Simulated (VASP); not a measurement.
# NaI in VASP: further runs, part 2 of 3

VASP 6.6.1.

**3. Single point, r2SCAN (strain +0.015 along x and y, +0.015 along z)**

POSCAR

```
NaI
1.0
    0.0000000000      3.2849460000      3.2849460000
    3.2849460000      0.0000000000      3.2849460000
    3.2849460000      3.2849460000      0.0000000000
Na I
1 1
Direct
    0.0000000000      0.0000000000      0.0000000000
    0.5000000000      0.5000000000      0.5000000000
```

INCAR.step1

```
ALGO = Normal
EDIFF = 1E-4
ENCUT = 520
GGA = PE
ISMEAR = 0
LASPH = True
LCHARG = False
LREAL = False
LWAVE = True
NBANDS = 14
NELM = 60
PREC = Accurate
SIGMA = 0.05
```

INCAR.step2

```
ALGO = Normal
EDIFF = 1E-6
ENCUT = 520
ISIF = 2
ISMEAR = 0
ISTART = 1
LASPH = True
LCHARG = True
LELF = True
LMIXTAU = True
LREAL = False
LVHAR = True
LWAVE = False
METAGGA = R2SCAN
NBANDS = 14
NELM = 60
PREC = Accurate
SIGMA = 0.05
```

KPOINTS

```
k-points
0
Gamma
  6 6 6
```

Potentials or basis: VASP PAW PBE potentials, release 64 (Na_pv, I).

Run with:

```sh
cat potpaw_PBE.64/Na_pv/POTCAR potpaw_PBE.64/I/POTCAR > POTCAR
cp INCAR.step1 INCAR
mpirun -np 1 vasp_std > vasp.out
cp INCAR.step2 INCAR
mpirun -np 1 vasp_std > vasp.out
```

OUTCAR:

```text
EDIFF = 1E-6
   ENCUT = 520
   ISIF = 2
   ISMEAR = 0
   ISTART = 1
   LASPH = True
   LREAL = False
   METAGGA = R2SCAN
   NELM = 60
   PREC = Accurate

 ion  position               nearest neighbor table
   1  0.000  0.000  0.000-
   2  0.500  0.500  0.500-

  LATTYP: Found a face centered cubic cell.
 ALAT       =     6.5698920000

  Lattice vectors:

 A1 = (   0.0000000000,   3.2849460000,   3.2849460000)
 A2 = (   3.2849460000,   0.0000000000,   3.2849460000)
 A3 = (   3.2849460000,   3.2849460000,   0.0000000000)

Analysis of symmetry for initial positions (statically):
=====================================================================
 Subroutine PRICEL returns:
 Original cell was already a primitive cell.

 Routine SETGRP: Setting up the symmetry group for a
 face centered cubic supercell.

 Subroutine GETGRP returns: Found 48 space group operations
 (whereof 48 operations were pure point group operations)
 out of a pool of 48 trial point group operations.

The static configuration has the point symmetry O_h .

Analysis of symmetry for dynamics (positions and initial velocities):
=====================================================================
 Subroutine PRICEL returns:
 Original cell was already a primitive cell.

 Routine SETGRP: Setting up the symmetry group for a
 face centered cubic supercell.

 Subroutine GETGRP returns: Found 48 space group operations
 (whereof 48 operations were pure point group operations)
 out of a pool of 48 trial point group operations.

The dynamic configuration has the point symmetry O_h .

 Subroutine INISYM returns: Found 48 space group operations
 (whereof 48 operations are pure point group operations),
 and found     1 'primitive' translations

----------------------------------------------------------------------------------------

                                     Primitive cell

  volume of cell :      70.8949

  direct lattice vectors                    reciprocal lattice vectors
     0.000000000  3.284946000  3.284946000    -0.152209504  0.152209504  0.152209504
     3.284946000  0.000000000  3.284946000     0.152209504 -0.152209504  0.152209504
     3.284946000  3.284946000  0.000000000     0.152209504  0.152209504 -0.152209504

  length of vectors
     4.645615185  4.645615185  4.645615185     0.263634594  0.263634594  0.263634594

  position of ions in fractional coordinates (direct lattice)
     0.000000000  0.000000000  0.000000000
     0.500000000  0.500000000  0.500000000

  ion indices of the primitive-cell ions
   primitive index   ion index
                 1           1
                 2           2

----------------------------------------------------------------------------------------

 KPOINTS: k-points

Automatic generation of k-mesh.
 Grid dimensions read from file:
 generate k-points for:    6    6    6

 Generating k-lattice:

  Cartesian coordinates                     Fractional coordinates (reciprocal lattice)
    -0.025368251  0.025368251  0.025368251     0.166666667  0.000000000  0.000000000
     0.025368251 -0.025368251  0.025368251     0.000000000  0.166666667  0.000000000
     0.025368251  0.025368251 -0.025368251     0.000000000  0.000000000  0.166666667

  Length of vectors
     0.043939099  0.043939099  0.043939099

  Shift w.r.t. Gamma in fractional coordinates (k-lattice)
     0.000000000  0.000000000  0.000000000

 Subroutine IBZKPT returns following result:
 ===========================================

 Found     16 irreducible k-points:

 Following reciprocal coordinates:
            Coordinates               Weight
  0.000000  0.000000  0.000000      1.000000
  0.166667  0.000000  0.000000      8.000000
  0.333333  0.000000  0.000000      8.000000
  0.500000  0.000000  0.000000      4.000000
  0.166667  0.166667  0.000000      6.000000
  0.333333  0.166667  0.000000     24.000000
[... 8 lines left out ...]
 -0.333333  0.333333  0.166667     24.000000
 -0.333333  0.500000  0.166667     12.000000
   k-points           NKPTS =     16   k-points in BZ     NKDIM =     16   number of bands    NBANDS=     14
   number of dos      NEDOS =    301   number of ions     NIONS =      2
   total plane-waves  NPLWV =  46656
   dimension x,y,z NGX =    36 NGY =   36 NGZ =   36
   dimension x,y,z NGXF=    72 NGYF=   72 NGZF=   72
   ions per type =               1   1
   NGX,Y,Z   is equivalent  to a cutoff of  12.88, 12.88, 12.88 a.u.
   NGXF,Y,Z  is equivalent  to a cutoff of  25.77, 25.77, 25.77 a.u.
 SYSTEM =  unknown system
   PREC   = accura    normal or accurate (medium, high low for compatibility)
   ISTART =      1    job   : 0-new  1-cont  2-samecut
   ICHARG =      0    charge: 1-file 2-atom 10-const
   ISPIN  =      1    spin polarized calculation?
   LNONCOLLINEAR =      F non collinear calculations
   LSORBIT =      F    spin-orbit coupling
   LASPH  =      T    aspherical Exc in radial PAW
   ENCUT  =  520.0 eV  38.22 Ry    6.18 a.u.   8.64  8.64  8.64*2*pi/ulx,y,z
   NELM   =     60;   NELMIN=  2; NELMDL=  0     # of ELM steps
   EDIFF  = 0.1E-05   stopping-criterion for ELM
   LREAL  =      F    real-space projection
   EDIFFG = 0.1E-04   stopping-criterion for IOM
   NSW    =      0    number of steps for IOM
   IBRION =     -1    ionic relax: 0-MD 1-quasi-New 2-CG
   NFREE  =      0    steps in history (QN), initial steepest desc. (CG)
   ISIF   =      2    stress and relaxation
   ISYM   =      2    0-nonsym 1-usesym 2-fastsym
   POTIM  = 0.5000    time-step for ionic-motion
   TEBEG  =    0.0;   TEEND  =   0.0 temperature during run
   PSTRESS=    0.0 pullay stress
   NELECT =      14.0000    total number of electrons
   NUPDOWN=      -1.0000    fix difference up-down
   EMIN   =  10.00;   EMAX   =-10.00  energy-range for DOS
   EFERMI =   0.00;   METHOD = LEGACY
   ISMEAR =     0;   SIGMA  =   0.05  broadening in eV -4-tet -1-fermi 0-gaus
   EFERMI_NEDOS =   21; number of points for ismear=-14 and -15
   IALGO  =     38    algorithm
   IMIX   =      4    mixing-type and parameters
     AMIX     =   0.40;   BMIX     =  1.00
     AMIX_MAG =   1.60;   BMIX_MAG =  1.00
  volume/ion in A,a.u.               =      35.45       239.21
  Fermi-wavevector in a.u.,A,eV,Ry     =   0.953336  1.801544 12.365646  0.908849
  Thomas-Fermi vector in A             =   2.081982
   LORBIT       =      0    0 simple, 1 ext, 2 COOP (PROOUT), +10 PAW based schemes
   METAGGA = R2SCAN    functional components
   LHFCALC =     F    Hartree Fock is set to
   AEXX    =    0.0000 exact exchange contribution
   IVDW    =     0    specifies the selected vdW correction
   LEPSILON=     F    determine dielectric tensor
   LRPA    =     F    only Hartree local field effects (RPA)
 non-spin polarized calculation
 Gauss-broadening in eV      SIGMA  =   0.05
  energy-cutoff  :      520.00
  volume of cell :       70.89
 maximum number of plane-waves:      1932
 NGX is ok and might be reduce to    36
   NGX = 17   NGY = 17   NGZ = 17

 number of electron      13.9999999 magnetization

 Free energy of the ion-electron system (eV)
  ---------------------------------------------------
  ext. energy  EPLUGINS =         0.00000000
  ---------------------------------------------------
  free energy    TOTEN  =       -31.07543022 eV

  energy without entropy =      -31.07543022  energy(sigma->0) =      -31.07543022

 E-fermi :   0.4871     XC(G=0):  -7.8789

 val. band max:        0.1782445382   @ k =   0.0000   0.0000   0.0000
 cond. band min:       4.4847937677   @ k =   0.0000   0.0000   0.0000
 fundamental gap:      4.3065492296
 Fermi energy:         0.4870629124

 k-point     1 :       0.0000    0.0000    0.0000
  band No.  band energies     occupation
      1     -23.1245      2.00000
      2     -23.1242      2.00000
      3     -23.1242      2.00000
      4     -11.0544      2.00000
      5       0.1782      2.00000
      6       0.1782      2.00000
      7       0.1782      2.00000
      8       4.4848      0.00000
      9       8.6501      0.00000
     10       8.6502      0.00000
     11       8.6502      0.00000
     12      10.4328      0.00000
     13      10.4328      0.00000
     14      11.2386      0.00000
[... 241 lines left out ...]
      1     -23.1269      2.00000
      2     -23.1260      2.00000
      3     -23.1256      2.00000
      4     -10.6834      2.00000
      5      -1.3894      2.00000
      6      -0.8551      2.00000
      7      -0.6377      2.00000
      8       6.1962      0.00000
      9       7.1974      0.00000
     10       9.2583      0.00000
     11       9.4190      0.00000
     12      12.4890      0.00000
     13      13.2925      0.00000
     14      13.3143      0.00000

------------------------ aborting loop because EDIFF is reached ----------------------------------------

  FORCE on cell =-STRESS in cart. coord.  units (eV):
  Direction    XX          YY          ZZ          XY          YZ          ZX
  --------------------------------------------------------------------------------------
  -------------------------------------------------------------------------------------
  Total       -0.3591292     -0.3591292     -0.3591292      0.0000000     -0.0000000      0.0000000
  in kB       -8.1160857     -8.1160857     -8.1160857      0.0000000     -0.0000000      0.0000000
  external PRESSURE =      -8.1160857 kB  Pullay stress =       0.0000000 kB

 VOLUME and BASIS-vectors are now :
 -----------------------------------------------------------------------------
  energy-cutoff  :      520.00
  volume of cell :       70.89
      direct lattice vectors                 reciprocal lattice vectors
     0.000000000  3.284946000  3.284946000    -0.152209504  0.152209504  0.152209504
     3.284946000  0.000000000  3.284946000     0.152209504 -0.152209504  0.152209504
     3.284946000  3.284946000  0.000000000     0.152209504  0.152209504 -0.152209504

 POSITION                                       TOTAL-FORCE (eV/Angst)
 -----------------------------------------------------------------------------------
      0.00000      0.00000      0.00000         0.000000      0.000000     -0.000000
      3.28495      3.28495      3.28495        -0.000000     -0.000000      0.000000
 -----------------------------------------------------------------------------------
    total drift:                                0.000000      0.000000      0.000000

  FREE ENERGIE OF THE ION-ELECTRON SYSTEM (eV)
  ---------------------------------------------------
  free  energy   TOTEN  =       -31.0754302247 eV

  energy  without entropy=      -31.0754302247  energy(sigma->0) =      -31.07543022
```

OUTCAR.step1:

```text
EDIFF = 1E-4
   ENCUT = 520
   GGA = PE
   ISMEAR = 0
   LASPH = True
[... 482 lines left out ...]
 -----------------------------------------------------------------------------------
      0.00000      0.00000      0.00000         0.000000      0.000000      0.000000
      3.28495      3.28495      3.28495        -0.000000     -0.000000     -0.000000
 -----------------------------------------------------------------------------------
    total drift:                                0.000000      0.000000      0.000000

  FREE ENERGIE OF THE ION-ELECTRON SYSTEM (eV)
  ---------------------------------------------------
  free  energy   TOTEN  =        -5.3864528523 eV

  energy  without entropy=       -5.3864528523  energy(sigma->0) =       -5.38645285
```

Wall time 33 s (1 thread of Intel Xeon 6975P-C (Granite Rapids), shared host); peak memory 0.21 GiB.

What came out:

| Item | Value |
| --- | --- |
| Free energy | -31.0754 eV |
| Pressure | -0.8 GPa |
| Band gap on the k mesh | 4.31 eV |

Levels at points of the mesh, in eV from the valence-band top:
| k point | band 4 | band 5 | band 6 | band 7 | band 8 | band 9 | band 10 | band 11 |
| --- | --- | --- | --- | --- | --- | --- | --- | --- |
| (0.00, 0.00, 0.00) | -11.23 | 0.00 | 0.00 | 0.00 | 4.31 | 8.47 | 8.47 | 8.47 |
| (0.50, 0.00, 0.00) | -10.94 | -2.03 | -0.27 | -0.27 | 5.67 | 8.03 | 8.03 | 9.43 |
| (0.50, 0.50, 0.00) | -10.87 | -1.79 | -0.70 | -0.70 | 5.19 | 6.10 | 10.43 | 12.01 |

Caveat: the cell differs from its parent crystal (strain +0.015 along x and y, +0.015 along z); the PAW data sets were made with another functional, which shifts forces and pressure a little; spin-orbit coupling is left out, which moves the levels of the heavy elements.

**4. Single point, r2SCAN (strain +0.030 along x and y, +0.030 along z)**

POSCAR

```
NaI
1.0
    0.0000000000      3.3334920000      3.3334920000
    3.3334920000      0.0000000000      3.3334920000
    3.3334920000      3.3334920000      0.0000000000
Na I
1 1
Direct
    0.0000000000      0.0000000000      0.0000000000
    0.5000000000      0.5000000000      0.5000000000
```

INCAR.step1

```
SYSTEM = NaI
PREC = Accurate
ENCUT = 520
ISMEAR = 0
SIGMA = 0.05
LREAL = .FALSE.
LASPH = .TRUE.
NELM = 60
NBANDS = 14
GGA = PE
ALGO = Normal
EDIFF = 1E-4
LWAVE = .TRUE.
LCHARG = .FALSE.
```

INCAR.step2

```
SYSTEM = NaI
PREC = Accurate
ENCUT = 520
EDIFF = 1E-6
ISMEAR = 0
SIGMA = 0.05
LREAL = .FALSE.
LASPH = .TRUE.
NELM = 60
ALGO = Normal
ISIF = 2
LWAVE = .FALSE.
LCHARG = .TRUE.
METAGGA = R2SCAN
LMIXTAU = .TRUE.
LELF = .TRUE.
LVHAR = .TRUE.
NBANDS = 14
ISTART = 1
```

KPOINTS

```
regular mesh
0
G
  6 6 6
  0 0 0
```

Run with:

```sh
cat potpaw_PBE.64/Na_pv/POTCAR potpaw_PBE.64/I/POTCAR > POTCAR
cp INCAR.step1 INCAR
mpirun -np 1 vasp_std > vasp.out
cp INCAR.step2 INCAR
mpirun -np 1 vasp_std > vasp.out
```

Wall time 31 s (1 thread of Intel Xeon 6975P-C (Granite Rapids), shared host); peak memory 0.21 GiB.

It converged, with:

```yaml
Free_energy: -31.0533 eV
Pressure: -1.3 GPa
Band_gap_on_the_k_mesh: 4.19 eV
```

Levels at points of the mesh, in eV from the valence-band top:
| k point | band 4 | band 5 | band 6 | band 7 | band 8 | band 9 | band 10 | band 11 |
| --- | --- | --- | --- | --- | --- | --- | --- | --- |
| (0.00, 0.00, 0.00) | -11.13 | 0.00 | 0.00 | 0.00 | 4.19 | 8.46 | 8.46 | 8.46 |
| (0.50, 0.00, 0.00) | -10.88 | -1.89 | -0.25 | -0.25 | 5.65 | 7.99 | 7.99 | 9.11 |
| (0.50, 0.50, 0.00) | -10.81 | -1.66 | -0.65 | -0.65 | 5.16 | 6.16 | 10.14 | 11.74 |

Caveat: the cell differs from its parent crystal (strain +0.030 along x and y, +0.030 along z); the PAW data sets were made with another functional, which shifts forces and pressure a little; spin-orbit coupling is left out, which moves the levels of the heavy elements.

(Continued in part 3 of 3.)
